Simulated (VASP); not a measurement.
Input of a VASP 6.6.1 run:

The input INCAR:

```
PREC = Accurate
ENCUT = 600
EDIFF = 1E-7
ISMEAR = -1
SIGMA = 0.1
LREAL = F
LASPH = T
NELM = 100
ALGO = Normal
ISIF = 3
LWAVE = F
LCHARG = F
GGA = RP
IBRION = 2
NSW = 80
EDIFFG = -0.01
```

Contents of KPOINTS:

```
Automatic mesh
0
Gamma
  8 8 11
```

POSCAR

```
W
1.0
    4.4740055658      0.0000000000      0.0000000000
   -2.2370027829      3.8746024767      0.0000000000
    0.0000000000      0.0000000000      2.7425654118
W
3
Direct
    0.0000000000      0.0000000000      0.0000000000
    0.3333333333      0.6666666667      0.5000000000
    0.6666666667      0.3333333333      0.5000000000
```

Potentials or basis: VASP PAW PBE potentials, release 64 (W_sv).

The run is started by

```bash
$ cat potpaw_PBE.64/W_sv/POTCAR > POTCAR
$ mpirun -np 1 vasp_std > vasp.out
```

Q: Predict the space group after relaxing (to 0.05 Å).

A: P6/mmm (No. 191).

Q: Estimate the relaxed volume.

A: 16.80 Å³/atom.

Step by step:
| step | energy change (eV) | largest force (eV/Å) | pressure (GPa) | volume (Å³) |
| --- | --- | --- | --- | --- |
| 1 | 0.0000 | 0.0000 | 18.01 | 47.54 |
| 2 | 0.7398 | 0.0000 | -30.81 | 60.37 |
| 3 | -0.4439 | 0.0000 | -8.74 | 52.15 |
| 4 | -0.4457 | 0.0000 | -7.39 | 51.85 |
| 5 | -0.1801 | 0.0000 | 10.53 | 49.16 |
| 6 | -0.5468 | 0.0000 | -2.79 | 50.94 |
| 7 | -0.5472 | 0.0000 | -2.50 | 50.89 |
| 8 | -0.5372 | 0.0000 | 4.58 | 49.54 |
| 9 | -0.5517 | 0.0000 | -0.06 | 50.40 |
| 10 | -0.5517 | 0.0000 | -0.01 | 50.39 |
| 11 | -0.5517 | 0.0000 | 0.09 | 50.38 |
| 12 | -0.5517 | 0.0000 | 0.05 | 50.39 |

Caveat: the PAW data sets were made with another functional, which shifts forces and pressure a little.
